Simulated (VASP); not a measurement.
# CuO: single point with PBE

CuO:

```xyz
4
Lattice="2.8795 0.0000 0.0000 0.0391 2.8793 0.0000 0.0175 0.0172 5.1763" Properties=species:S:1:pos:R:3 pbc="T T T"
Cu    1.4485    0.0086    2.5882
Cu    0.0195    1.4396    0.0000
O     0.0479    2.8788    1.2947
O     2.8881    0.0177    3.8817
```

```yaml
Program: VASP 6.6.1
Task: single point
Functional: PBE
Potentials_or_basis: VASP PAW PBE potentials, release 64 (Cu, O)
Cutoff: 600 eV
k_mesh: 1 × 1 × 1
Occupations: gaussian, width 0.1 eV
Spin: no spin polarisation
```

The pressure is 5.2 GPa and the largest force is 0.019 eV/Å.

Forces in eV/Å, atoms in the order of the input:
```
Cu   0.000  0.000  0.000
Cu   0.000  0.000  0.000
O   -0.014  0.012 -0.002
O    0.014 -0.012  0.002
```

Stress tensor (GPa, compression positive):
```
-5.85 -0.10 -0.11
-0.10 -5.78 -0.13
-0.11 -0.13 27.35
```

Levels at points of the mesh, in eV from the Fermi level:
```csv
k point,band 15,band 16,band 17,band 18,band 19,band 20
"(0.00, 0.00, 0.00)",-3.23,-2.96,-0.01,0.01,0.59,5.59
```

It took 14 s on 1 thread of Oxide Virtual Turin-like Processor (shared host), peak memory 0.12 GiB.

Caveat: the k points lie up to 2.18 Å⁻¹ apart, too coarse for converged energies, forces and pressures.
